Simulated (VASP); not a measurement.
# Cu (P6_3/mmc) in VASP: further runs

Aim: see how the results for Cu move with the level of theory and the settings. Levels: revPBE, BLYP, r2SCAN. Tasks: single point, relaxation of cell and atoms.

Program: VASP 6.6.1. These are calculated values, not measurements. Logs are shortened: lines on timing, memory, paths and dates and some standing lists are left out, and cuts for length are marked.

**1. The cell of the first run**

The structure is hexagonal, space group P6_3/mmc (No. 194). Conventional cell: a = 2.596 Å, b = 2.596 Å, c = 4.213 Å, α = 90.00°, β = 90.00°, γ = 120.00°. Cu (site symmetry -6m2) has 12 Cu at 2.59 to 2.60 Å within 3.4 Å.

**2. Single point, revPBE**

File INCAR:

```
ALGO = Fast
EDIFF = 1E-6
ENCUT = 520
GGA = RE
ISIF = 2
ISMEAR = -1
LASPH = T
LCHARG = F
LREAL = F
LWAVE = F
NBANDS = 18
NELM = 100
PREC = Accurate
SIGMA = 0.05
```

File KPOINTS:

```
k-points
0
Gamma
  12 12 7
```

File POSCAR:

```
Cu
1.0
    2.5964237009      0.0000000000      0.0000000000
   -1.2982118504      2.2485688840      0.0000000000
    0.0000000000      0.0000000000      4.2127372357
Cu
2
Direct
    0.6666666667      0.3333333333      0.7500000000
    0.3333333333      0.6666666667      0.2500000000
```

Potentials or basis: VASP PAW PBE potentials, release 64 (Cu).

Started as:

```bash
> cat potpaw_PBE.64/Cu/POTCAR > POTCAR
> mpirun -np 1 vasp_std > vasp.out
```

OUTCAR:

```text
EDIFF = 1E-6
   ENCUT = 520
   GGA = RE
   ISIF = 2
   ISMEAR = -1
   LASPH = T
   LREAL = F
   NELM = 100
   PREC = Accurate

 ion  position               nearest neighbor table
   1  0.667  0.333  0.750-   2 2.59   2 2.59   2 2.59   2 2.59   2 2.59   2 2.59
   2  0.333  0.667  0.250-   1 2.59   1 2.59   1 2.59   1 2.59   1 2.59   1 2.59

  LATTYP: Found a hexagonal cell.
 ALAT       =     2.5964237009
 C/A-ratio  =     1.6225153215

  Lattice vectors:

 A1 = (   2.5964237009,   0.0000000000,   0.0000000000)
 A2 = (  -1.2982118504,   2.2485688840,   0.0000000000)
 A3 = (   0.0000000000,   0.0000000000,   4.2127372357)

Analysis of symmetry for initial positions (statically):
=====================================================================
 Subroutine PRICEL returns:
 Original cell was already a primitive cell.

 Routine SETGRP: Setting up the symmetry group for a
 hexagonal supercell.

 Subroutine GETGRP returns: Found 24 space group operations
 (whereof 12 operations were pure point group operations)
 out of a pool of 24 trial point group operations.

The static configuration has the point symmetry D_3d.
 The point group associated with its full space group is D_6h.

Analysis of symmetry for dynamics (positions and initial velocities):
=====================================================================
 Subroutine PRICEL returns:
 Original cell was already a primitive cell.

 Routine SETGRP: Setting up the symmetry group for a
 hexagonal supercell.

 Subroutine GETGRP returns: Found 24 space group operations
 (whereof 12 operations were pure point group operations)
 out of a pool of 24 trial point group operations.

The dynamic configuration has the point symmetry D_3d.
 The point group associated with its full space group is D_6h.

 Subroutine INISYM returns: Found 24 space group operations
 (whereof 12 operations are pure point group operations),
 and found     1 'primitive' translations

----------------------------------------------------------------------------------------

                                     Primitive cell

  volume of cell :      24.5950

  direct lattice vectors                    reciprocal lattice vectors
     2.596423701  0.000000000  0.000000000     0.385145152  0.222363657  0.000000000
    -1.298211850  2.248568884  0.000000000     0.000000000  0.444727314  0.000000000
     0.000000000  0.000000000  4.212737236     0.000000000  0.000000000  0.237375356

  length of vectors
     2.596423701  2.596423701  4.212737236     0.444727314  0.444727314  0.237375356

  position of ions in fractional coordinates (direct lattice)
     0.666666667  0.333333333  0.750000000
     0.333333333  0.666666667  0.250000000

  ion indices of the primitive-cell ions
   primitive index   ion index
                 1           1
                 2           2

----------------------------------------------------------------------------------------

 KPOINTS: k-points

Automatic generation of k-mesh.
 Grid dimensions read from file:
 generate k-points for:   12   12    7

 Generating k-lattice:

  Cartesian coordinates                     Fractional coordinates (reciprocal lattice)
     0.032095429  0.018530305  0.000000000     0.083333333 -0.000000000  0.000000000
     0.000000000  0.037060609  0.000000000     0.000000000  0.083333333  0.000000000
     0.000000000  0.000000000  0.033910765     0.000000000  0.000000000  0.142857143

  Length of vectors
     0.037060609  0.037060609  0.033910765

  Shift w.r.t. Gamma in fractional coordinates (k-lattice)
     0.000000000  0.000000000  0.000000000

 Subroutine IBZKPT returns following result:
 ===========================================

 Found     76 irreducible k-points:

 Following reciprocal coordinates:
            Coordinates               Weight
  0.000000  0.000000  0.000000      1.000000
  0.083333  0.000000  0.000000      6.000000
  0.166667  0.000000  0.000000      6.000000
  0.250000 -0.000000  0.000000      6.000000
  0.333333 -0.000000  0.000000      6.000000
  0.416667 -0.000000  0.000000      6.000000
[... 16 lines left out ...]
  0.250000 -0.000000  0.142857     12.000000
  0.333333 -0.000000  0.142857     12.000000
 [... further k-points ...]
   k-points           NKPTS =     76   k-points in BZ     NKDIM =     76   number of bands    NBANDS=     18
   number of dos      NEDOS =    301   number of ions     NIONS =      2
   total plane-waves  NPLWV =  12800
   dimension x,y,z NGX =    20 NGY =   20 NGZ =   32
   dimension x,y,z NGXF=    40 NGYF=   40 NGZF=   64
   ions per type =               2
   NGX,Y,Z   is equivalent  to a cutoff of  12.81, 12.81, 12.63 a.u.
   NGXF,Y,Z  is equivalent  to a cutoff of  25.61, 25.61, 25.26 a.u.
 SYSTEM =  unknown system
   PREC   = accura    normal or accurate (medium, high low for compatibility)
   ISTART =      0    job   : 0-new  1-cont  2-samecut
   ICHARG =      2    charge: 1-file 2-atom 10-const
   ISPIN  =      1    spin polarized calculation?
   LNONCOLLINEAR =      F non collinear calculations
   LSORBIT =      F    spin-orbit coupling
   LASPH  =      T    aspherical Exc in radial PAW
   ENCUT  =  520.0 eV  38.22 Ry    6.18 a.u.   4.83  4.83  7.83*2*pi/ulx,y,z
   NELM   =    100;   NELMIN=  2; NELMDL= -5     # of ELM steps
   EDIFF  = 0.1E-05   stopping-criterion for ELM
   LREAL  =      F    real-space projection
   EDIFFG = 0.1E-04   stopping-criterion for IOM
   NSW    =      0    number of steps for IOM
   IBRION =     -1    ionic relax: 0-MD 1-quasi-New 2-CG
   NFREE  =      0    steps in history (QN), initial steepest desc. (CG)
   ISIF   =      2    stress and relaxation
   ISYM   =      2    0-nonsym 1-usesym 2-fastsym
   POTIM  = 0.5000    time-step for ionic-motion
   TEBEG  =    0.0;   TEEND  =   0.0 temperature during run
   PSTRESS=    0.0 pullay stress
   NELECT =      22.0000    total number of electrons
   NUPDOWN=      -1.0000    fix difference up-down
   EMIN   =  10.00;   EMAX   =-10.00  energy-range for DOS
   EFERMI =   0.00;   METHOD = LEGACY
   ISMEAR =    -1;   SIGMA  =   0.05  broadening in eV -4-tet -1-fermi 0-gaus
   EFERMI_NEDOS =   21; number of points for ismear=-14 and -15
   IALGO  =     68    algorithm
   IMIX   =      4    mixing-type and parameters
     AMIX     =   0.40;   BMIX     =  1.00
     AMIX_MAG =   1.60;   BMIX_MAG =  1.00
  volume/ion in A,a.u.               =      12.30        82.99
  Fermi-wavevector in a.u.,A,eV,Ry     =   1.577370  2.980798 33.852619  2.488097
  Thomas-Fermi vector in A             =   2.678063
   LORBIT       =      0    0 simple, 1 ext, 2 COOP (PROOUT), +10 PAW based schemes
   GGA     = RE    functional components
   LHFCALC =     F    Hartree Fock is set to
   AEXX    =    0.0000 exact exchange contribution
   IVDW    =     0    specifies the selected vdW correction
   LEPSILON=     F    determine dielectric tensor
   LRPA    =     F    only Hartree local field effects (RPA)
 non-spin polarized calculation
 RMM-DIIS sequential band-by-band and
  energy-cutoff  :      520.00
  volume of cell :       24.59
 maximum number of plane-waves:       687
 NGX is ok and might be reduce to    20
   NGX =  9   NGY =  9   NGZ = 15

 number of electron      22.0000027 magnetization

 Free energy of the ion-electron system (eV)
  ---------------------------------------------------
  ext. energy  EPLUGINS =         0.00000000
  ---------------------------------------------------
  free energy    TOTEN  =        -6.67714875 eV

  energy without entropy =       -6.66869795  energy(sigma->0) =       -6.67292335

 E-fermi :   7.1696     XC(G=0): -12.3913

 val. band max:        7.1632355037   @ k =   0.0833   0.0833   0.1429
 cond. band min:       7.2039172998   @ k =   0.5000  -0.0000   0.0000
 fundamental gap:      0.0406817961
 Fermi energy:         7.1695862773

 k-point     1 :       0.0000    0.0000    0.0000
  band No.  band energies     occupation
      1      -1.8320      2.00000
      2       2.3749      2.00000
      3       4.3266      2.00000
      4       4.3691      2.00000
      5       4.3691      2.00000
      6       4.5675      2.00000
[... 10 lines left out ...]
     17      29.9317      0.00000
     18      29.9637      0.00000

 k-point     2 :       0.0833    0.0000    0.0000
  band No.  band energies     occupation
      1      -1.6151      2.00000
      2       2.4960      2.00000
      3       4.2052      2.00000
      4       4.4447      2.00000
      5       4.4680      2.00000
      6       4.5357      2.00000
[... 10 lines left out ...]
     17      31.1961      0.00000
     18      32.0227      0.00000

 k-point     3 :       0.1667    0.0000    0.0000
  band No.  band energies     occupation
      1      -0.9783      2.00000
      2       2.8021      2.00000
      3       4.0290      2.00000
      4       4.2030      2.00000
      5       4.4159      2.00000
      6       4.6490      2.00000
[... 10 lines left out ...]
     17      28.4021      0.00000
     18      29.8710      0.00000

 k-point     4 :       0.2500   -0.0000    0.0000
  band No.  band energies     occupation
      1       0.0238      2.00000
      2       3.0838      2.00000
      3       3.7056      2.00000
      4       3.9064      2.00000
      5       4.3414      2.00000
      6       4.5123      2.00000
[... 375 lines left out ...]
      4       4.0498      2.00000
      5       4.3673      2.00000
      6       4.5460      2.00000
[... 10 lines left out ...]
     17      27.3700      0.00000
     18      29.2065      0.00000

 k-point    23 :       0.2500   -0.0000    0.1429
  band No.  band energies     occupation
      1       0.1824      2.00000
      2       3.0720      2.00000
      3       3.6146      2.00000
      4       3.9326      2.00000
      5       4.2693      2.00000
      6       4.5300      2.00000
[... 10 lines left out ...]
     17      26.0570      0.00000
     18      27.9243      0.00000

 k-point    24 :       0.3333   -0.0000    0.1429
  band No.  band energies     occupation
      1       1.3505      2.00000
      2       3.0916      2.00000
      3       3.3500      2.00000
      4       3.8877      2.00000
      5       4.3711      2.00000
      6       4.4324      2.00000
[... 10 lines left out ...]
     17      24.1921      0.00000
     18      26.1552      0.00000

 [... further k-points ...]
[... 5 lines left out ...]
  --------------------------------------------------------------------------------------
  -------------------------------------------------------------------------------------
  Total        0.1549385      0.1549385      0.1352771      0.0000000      0.0000000     -0.0000000
  in kB       10.0930822     10.0930822      8.8122899      0.0000000      0.0000000     -0.0000000
  external PRESSURE =       9.6661514 kB  Pullay stress =       0.0000000 kB

 VOLUME and BASIS-vectors are now :
 -----------------------------------------------------------------------------
  energy-cutoff  :      520.00
  volume of cell :       24.59
      direct lattice vectors                 reciprocal lattice vectors
     2.596423701  0.000000000  0.000000000     0.385145152  0.222363657  0.000000000
    -1.298211850  2.248568884  0.000000000     0.000000000  0.444727314  0.000000000
     0.000000000  0.000000000  4.212737236     0.000000000  0.000000000  0.237375356

 POSITION                                       TOTAL-FORCE (eV/Angst)
 -----------------------------------------------------------------------------------
      1.29821      0.74952      3.15955         0.000000      0.000000      0.000000
     -0.00000      1.49905      1.05318        -0.000000      0.000000      0.000000
 -----------------------------------------------------------------------------------
    total drift:                                0.000000     -0.000000      0.000000

  FREE ENERGIE OF THE ION-ELECTRON SYSTEM (eV)
  ---------------------------------------------------
  free  energy   TOTEN  =        -6.6771487534 eV

  energy  without entropy=       -6.6686979495  energy(sigma->0) =       -6.67292335
```

Wall time 17 s (1 thread of AMD EPYC 9R45 (Zen 5), shared host); peak memory 0.12 GiB.

Results:

```
Free energy            : -6.6771 eV
Pressure               : 1.0 GPa
Band gap on the k mesh : zero (band 11 reaches 11.08 eV, above the bottom of band 12 at 5.38 eV)
```

Levels at points of the mesh, in eV from the Fermi level:
```tsv
k point	band 7	band 8	band 9	band 10	band 11	band 12	band 13	band 14	band 15	band 16
(0.00, 0.00, 0.00)	-2.60	-2.36	-2.36	-1.65	-1.65	-0.80	3.70	20.93	21.07	21.07
(0.50, 0.00, 0.00)	-2.56	-1.57	-1.51	-1.47	0.03	1.50	7.65	8.00	10.46	10.69
```

Caveat: the PAW data sets were made with another functional, which shifts forces and pressure a little.

**3. Single point, BLYP**

This run uses another cell than the first one, of 12.74 Å³/atom, 1.036 times its volume.

File INCAR:

```
PREC = Accurate ; ENCUT = 520
EDIFF = 1E-6 ; ISMEAR = -1
SIGMA = 0.05 ; LREAL = False
LASPH = True ; NELM = 80
ALGO = Normal ; ISIF = 2
LWAVE = False ; LCHARG = False
GGA = B5 ; ALDAX = 1.0
AGGAX = 1.0 ; AGGAC = 1.0
ALDAC = 0.0 ; NBANDS = 18
```

File KPOINTS:

```
Automatic mesh
0
Gamma
  12 12 7
```

File POSCAR:

```
Cu
1.0
    2.6329631631      0.0000000000      0.0000000000
   -1.3164815816      2.2802129865      0.0000000000
    0.0000000000      0.0000000000      4.2443041494
Cu
2
Direct
    0.6666666667      0.3333333333      0.7500000000
    0.3333333333      0.6666666667      0.2500000000
```

Potentials or basis: VASP PAW PBE potentials, release 64 (Cu).

Started as:

```bash
> cat potpaw_PBE.64/Cu/POTCAR > POTCAR
> mpirun -np 1 vasp_std > vasp.out
```

Run time: 21 s. Hardware: 1 thread of AMD EPYC 9R45 (Zen 5), shared host; peak memory 0.12 GiB.

It converged, with:

| Property | Result |
| --- | --- |
| Free energy | -5.9400 eV |
| Pressure | 0.6 GPa |
| Band gap on the k mesh | zero (band 11 reaches 10.98 eV, above the bottom of band 12 at 5.29 eV) |

Levels at points of the mesh, in eV from the Fermi level:
| k point | band 9 | band 10 | band 11 | band 12 | band 13 | band 14 |
| --- | --- | --- | --- | --- | --- | --- |
| (0.00, 0.00, 0.00) | -2.43 | -1.73 | -1.73 | -0.50 | 3.51 | 20.19 |
| (0.50, 0.00, 0.00) | -1.59 | -1.56 | 0.05 | 1.35 | 7.54 | 7.76 |

Caveat: the PAW data sets were made with another functional, which shifts forces and pressure a little.

**4. Single point, r2SCAN**

This run uses another cell than the first one, of 11.44 Å³/atom, 0.930 times its volume.

File POSCAR:

```
Cu
1.0
    2.5340966698      0.0000000000      0.0000000000
   -1.2670483349      2.1945920917      0.0000000000
    0.0000000000      0.0000000000      4.1125710000
Cu
2
Direct
    0.6666666667      0.3333333333      0.7500000000
    0.3333333333      0.6666666667      0.2500000000
```

File INCAR.step1:

```
  ALGO = Normal
  EDIFF = 1E-4
  ENCUT = 520
  GGA = PE
  ISMEAR = -1
  LASPH = True
  LCHARG = False
  LREAL = False
  LWAVE = True
  NBANDS = 18
  NELM = 60
  PREC = Accurate
  SIGMA = 0.05
```

File INCAR.step2:

```
  ALGO = Normal
  EDIFF = 1E-6
  ENCUT = 520
  ISIF = 2
  ISMEAR = -1
  ISTART = 1
  LASPH = True
  LCHARG = False
  LMIXTAU = True
  LREAL = False
  LWAVE = False
  METAGGA = R2SCAN
  NBANDS = 18
  NELM = 60
  PREC = Accurate
  SIGMA = 0.05
```

File KPOINTS:

```
k-points
0
Gamma
  12 12 7
```

Potentials or basis: VASP PAW PBE potentials, release 64 (Cu).

Started as:

```bash
> cat potpaw_PBE.64/Cu/POTCAR > POTCAR
> cp INCAR.step1 INCAR
> mpirun -np 1 vasp_std > vasp.out
> cp INCAR.step2 INCAR
> mpirun -np 1 vasp_std > vasp.out
```

OUTCAR:

```text
EDIFF = 1E-6
   ENCUT = 520
   ISIF = 2
   ISMEAR = -1
   ISTART = 1
   LASPH = True
   LREAL = False
   METAGGA = R2SCAN
   NELM = 60
   PREC = Accurate

 ion  position               nearest neighbor table
   1  0.667  0.333  0.750-   2 2.52   2 2.52   2 2.52   2 2.52   2 2.52   2 2.52
   2  0.333  0.667  0.250-   1 2.52   1 2.52   1 2.52   1 2.52   1 2.52   1 2.52

  LATTYP: Found a hexagonal cell.
 ALAT       =     2.5340966698
 C/A-ratio  =     1.6228942838

  Lattice vectors:

 A1 = (   2.5340966698,   0.0000000000,   0.0000000000)
 A2 = (  -1.2670483349,   2.1945920917,   0.0000000000)
[... 192 lines left out ...]
      6       4.8481      2.00000
[... 481 lines left out ...]
      5       4.6264      2.00000
      6       4.6918      2.00000
[... 10 lines left out ...]
     17      26.2058      0.00000
     18      28.6830      0.00000

 [... further k-points ...]
[... 5 lines left out ...]
  --------------------------------------------------------------------------------------
  -------------------------------------------------------------------------------------
  Total        0.1478884      0.1478884      0.1763253      0.0000000      0.0000000     -0.0000000
  in kB       10.3598729     10.3598729     12.3519331      0.0000000      0.0000000     -0.0000000
  external PRESSURE =      11.0238930 kB  Pullay stress =       0.0000000 kB

 VOLUME and BASIS-vectors are now :
 -----------------------------------------------------------------------------
  energy-cutoff  :      520.00
  volume of cell :       22.87
      direct lattice vectors                 reciprocal lattice vectors
     2.534096670  0.000000000  0.000000000     0.394617937  0.227832772  0.000000000
    -1.267048335  2.194592092  0.000000000     0.000000000  0.455665544  0.000000000
     0.000000000  0.000000000  4.112571000     0.000000000  0.000000000  0.243156896

 POSITION                                       TOTAL-FORCE (eV/Angst)
 -----------------------------------------------------------------------------------
      1.26705      0.73153      3.08443         0.000000      0.000000      0.000000
     -0.00000      1.46306      1.02814        -0.000000     -0.000000      0.000000
 -----------------------------------------------------------------------------------
    total drift:                               -0.000000      0.000000     -0.000000

  FREE ENERGIE OF THE ION-ELECTRON SYSTEM (eV)
  ---------------------------------------------------
  free  energy   TOTEN  =       -21.6222839392 eV

  energy  without entropy=      -21.6150802486  energy(sigma->0) =      -21.61868209
```

OSZICAR.step1:

```text
N       E                     dE             d eps       ncg     rms          rms(c)
DAV:   1     0.121915224728E+03    0.12192E+03   -0.10576E+04  2960   0.222E+03
DAV:   2    -0.319076556871E+01   -0.12511E+03   -0.11890E+03  2744   0.287E+02
DAV:   3    -0.918033258580E+01   -0.59896E+01   -0.57852E+01  3082   0.850E+01
DAV:   4    -0.924096702720E+01   -0.60634E-01   -0.60593E-01  3240   0.921E+00
DAV:   5    -0.924175809329E+01   -0.79107E-03   -0.79105E-03  3360   0.914E-01    0.110E+01
DAV:   6    -0.811722249939E+01    0.11245E+01   -0.10918E+01  2908   0.964E+01    0.539E+00
DAV:   7    -0.742591622027E+01    0.69131E+00   -0.21535E+00  3000   0.394E+01    0.797E-01
DAV:   8    -0.740435207341E+01    0.21564E-01   -0.16829E-02  3424   0.167E+00    0.484E-01
DAV:   9    -0.740020942050E+01    0.41427E-02   -0.66679E-03  3190   0.237E+00    0.346E-02
DAV:  10    -0.740023615768E+01   -0.26737E-04   -0.19496E-04  2660   0.198E-01
   1 F= -.74002362E+01 E0= -.73963275E+01  d E =-.781736E-02
```

Run time: 68 s. Hardware: 1 thread of AMD EPYC 9R45 (Zen 5), shared host; peak memory 0.12 GiB.

What came out:

```yaml
Free_energy: -21.6223 eV
Pressure: 1.1 GPa
Band_gap_on_the_k_mesh: zero (band 11 reaches 12.01 eV, above the bottom of band 12 at 5.77 eV)
```

Stress tensor (GPa, compression positive):
```
1.04 0.00 0.00
0.00 1.04 0.00
0.00 0.00 1.24
```

Levels at points of the mesh, in eV from the Fermi level:
| k point | band 9 | band 10 | band 11 | band 12 | band 13 | band 14 |
| --- | --- | --- | --- | --- | --- | --- |
| (0.00, 0.00, 0.00) | -2.63 | -1.82 | -1.82 | -1.04 | 4.28 | 22.38 |
| (0.50, 0.00, 0.00) | -1.67 | -1.62 | 0.01 | 1.74 | 8.34 | 8.89 |

Caveat: the PAW data sets were made with another functional, which shifts forces and pressure a little.

(Part 1 of 2 ends here.)
